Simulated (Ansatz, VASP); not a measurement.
One calculation of CdSb2C, two programs

POSCAR

```
CdSb2C
1.0
   -3.1041171535      3.1041171535      5.2227276709
    3.1041171535     -3.1041171535      5.2227276709
    3.1041171535      3.1041171535     -5.2227276709
Cd Sb C
2 4 2
Direct
    0.0000000000      0.0000000000      0.0000000000
    0.7500000000      0.2500000000      0.5000000000
    0.3750000000      0.4513221423      0.5763221423
    0.2013221423      0.6250000000      0.0763221423
    0.8750000000      0.7986778577      0.4236778577
    0.5486778577      0.1250000000     -0.0763221423
    0.5000000000      0.5000000000      0.0000000000
    0.2500000000      0.7500000000      0.5000000000
```

INCAR.step1

```
PREC = Accurate
ENCUT = 520
ISMEAR = -1
SIGMA = 0.02
LREAL = False
LASPH = True
NELM = 60
NBANDS = 36
GGA = PE
ALGO = Normal
EDIFF = 1E-4
LWAVE = True
LCHARG = False
```

Contents of INCAR.step2:

```
PREC = Accurate
ENCUT = 520
EDIFF = 1E-6
ISMEAR = -1
SIGMA = 0.02
LREAL = False
LASPH = True
NELM = 60
ALGO = Normal
ISIF = 2
LWAVE = False
LCHARG = False
METAGGA = R2SCAN
LMIXTAU = True
NBANDS = 36
ISTART = 1
```

Contents of KPOINTS:

```
regular mesh
0
Gamma
  6 6 6
```

Input for Ansatz:

```yaml
crystal:
  lattice:
    - [-3.1041171535, 3.1041171535, 5.2227276709]
    - [3.1041171535, -3.1041171535, 5.2227276709]
    - [3.1041171535, 3.1041171535, -5.2227276709]
  atoms:
    - { symbol: Cd, position: [0.0, 0.0, 0.0] }
    - { symbol: Sb, position: [0.375, 0.4513221423, 0.5763221423] }
    - { symbol: Cd, position: [0.75, 0.25, 0.5] }
    - { symbol: Sb, position: [0.2013221423, 0.625, 0.0763221423] }
    - { symbol: C, position: [0.5, 0.5, 0.0] }
    - { symbol: Sb, position: [0.875, 0.7986778577, 0.4236778577] }
    - { symbol: C, position: [0.25, 0.75, 0.5] }
    - { symbol: Sb, position: [0.5486778577, 0.125, -0.0763221423] }
kpoints:
  mp_grid: { grid: [6, 6, 6] }
hamiltonian:
  xc: r2scan
scf:
  occupations: { method: fermi_dirac, width: 0.02 }
  n_extra_bands: 6
output:
  forces: true
  stress: true
  eigenvalues: true
```

Alike in both runs: task single point; functional r2SCAN; k mesh 6 × 6 × 6; occupations fermi-dirac, width 0.02 eV; no spin polarisation.

|  | VASP | Ansatz |
| --- | --- | --- |
| version | VASP 6.6.1 | Ansatz 0.2.0 |
| potentials or method | VASP PAW PBE potentials, release 64 (Cd, Sb, C) | plane waves, PAW |
| plane-wave cutoff (eV) | 520 | 500 |
| valence electrons in the cell | 52 | 108 |

Ansatz gave:

| Item | Value |
| --- | --- |
| pressure (GPa) | -3.5 |
| rms of the force components (eV/Å) | 0.031 |

**Question.** Which values does VASP return?

**Answer.** Pressure (GPa): -3.3; rms of the force components (eV/Å): 0.020.

VASP's potentials were made for PBE, not for r2SCAN. The functional is the same, so the differences come from potentials, cutoffs and numerics. VASP's potentials hold 52 valence electrons a cell and Ansatz's 108, so a difference there can come from the potentials and not from the codes.

Neither program's run includes spin-orbit coupling.
